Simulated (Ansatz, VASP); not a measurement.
One calculation of PbO, two programs

The input INCAR:

```
SYSTEM = PbO
ALGO = Normal
EDIFF = 1E-7
ENCUT = 520
GGA = PE
ISIF = 2
ISMEAR = 0
LASPH = .TRUE.
LCHARG = .FALSE.
LREAL = .FALSE.
LWAVE = .FALSE.
NBANDS = 28
NELM = 100
PREC = Accurate
SIGMA = 0.02
```

KPOINTS

```
k-points
0
G
  8 8 6
  0 0 0
```

The input POSCAR:

```
PbO
1.0
    3.9248789760      0.0000000000      0.0000000000
    0.0000000000      3.9248789760      0.0000000000
    0.0000000000      0.0000000000      5.4114058800
Pb O
2 2
Direct
    0.0000000000      0.5000000000      0.2632603656
    0.5000000000      0.0000000000      0.7367396344
    0.0000000000      0.0000000000      0.0000000000
    0.5000000000      0.5000000000      0.0000000000
```

Input for Ansatz:

```yaml
crystal:
  lattice:
    - [3.924878976, 0.0, 0.0]
    - [0.0, 3.924878976, 0.0]
    - [0.0, 0.0, 5.41140588]
  atoms:
    - { symbol: Pb, position: [0.0, 0.5, 0.2632603656] }
    - { symbol: Pb, position: [0.5, 0.0, 0.7367396344] }
    - { symbol: O, position: [0.0, 0.0, 0.0] }
    - { symbol: O, position: [0.5, 0.5, 0.0] }
basis:
  ecutwfc: 420
kpoints:
  mp_grid: { grid: [8, 8, 6] }
hamiltonian:
  xc: pbe
scf:
  occupations: { method: gaussian, width: 0.02 }
output:
  forces: true
  stress: true
  eigenvalues: true
```

Alike in both runs: task single point; functional PBE; k mesh 8 × 8 × 6; occupations gaussian, width 0.02 eV; no spin polarisation.

|  | VASP | Ansatz |
| --- | --- | --- |
| version | VASP 6.6.1 | Ansatz 0.2.0 |
| potentials or method | VASP PAW PBE potentials, release 64 (Pb_d, O), cutoff 520 eV | scalar-relativistic, plane waves, PAW |
| valence electrons in the cell | 40 | 40 |

Ansatz gave:

```
gap on the k mesh at the Fermi level (eV)                     : 0.40
least direct gap on the mesh (eV)                             : 0.51
pressure (GPa)                                                : -5.0
traceless stress, the component that is largest in VASP (GPa) : -8.22
rms of the force components (eV/Å)                            : 1.176
```

Task: Estimate VASP's values.

Result: gap on the k mesh at the Fermi level (eV): 0.40; least direct gap on the mesh (eV): 0.51; pressure (GPa): -5.0; traceless stress, the component that is largest in VASP (GPa): -8.22; rms of the force components (eV/Å): 1.167.

Atom by atom the forces differ by 0.008 eV/Å (rms over components).

Neither program's run includes spin-orbit coupling.
